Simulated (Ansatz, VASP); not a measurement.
**Two plane-wave programs on TiW14**

```
CELL_PARAMETERS angstrom
6.32000 0.00000 0.00000
0.00000 6.32000 0.00000
0.00000 0.00000 6.32000
ATOMIC_POSITIONS crystal
Ti 0.24235 0.24235 0.24235
W 0.50373 0.99816 0.99816
W 0.99816 0.50373 0.99816
W 0.99816 0.99816 0.50373
W 0.49924 0.49924 0.00073
W 0.49924 0.00073 0.49924
W 0.75123 0.24933 0.24933
W 0.00073 0.49924 0.49924
W 0.24933 0.75123 0.24933
W 0.24933 0.24933 0.75123
W 0.50179 0.50179 0.50179
W 0.75529 0.75529 0.24556
W 0.75529 0.24556 0.75529
W 0.24556 0.75529 0.75529
W 0.75058 0.75058 0.75058
```

Alike in both runs: functional PBE; k mesh 3 × 3 × 3; occupations gaussian, width 0.1 eV; no spin polarisation.

Ansatz relaxed the structure, and its values are those at the end. VASP's run is a single point on that final structure, the one shown.

```csv
,VASP,Ansatz
version,VASP 6.6.1,Ansatz 0.2.0
potentials or method,"VASP PAW PBE potentials, release 64 (Ti_sv, W_sv), cutoff 520 eV","scalar-relativistic, plane waves, PAW"
valence electrons in the cell,208,208
```

|  | VASP | Ansatz | Ansatz less VASP |
| --- | --- | --- | --- |
| rms of the force components (eV/Å) | 0.009 | 0.006 | -0.0034 |

Neither program's run includes spin-orbit coupling.
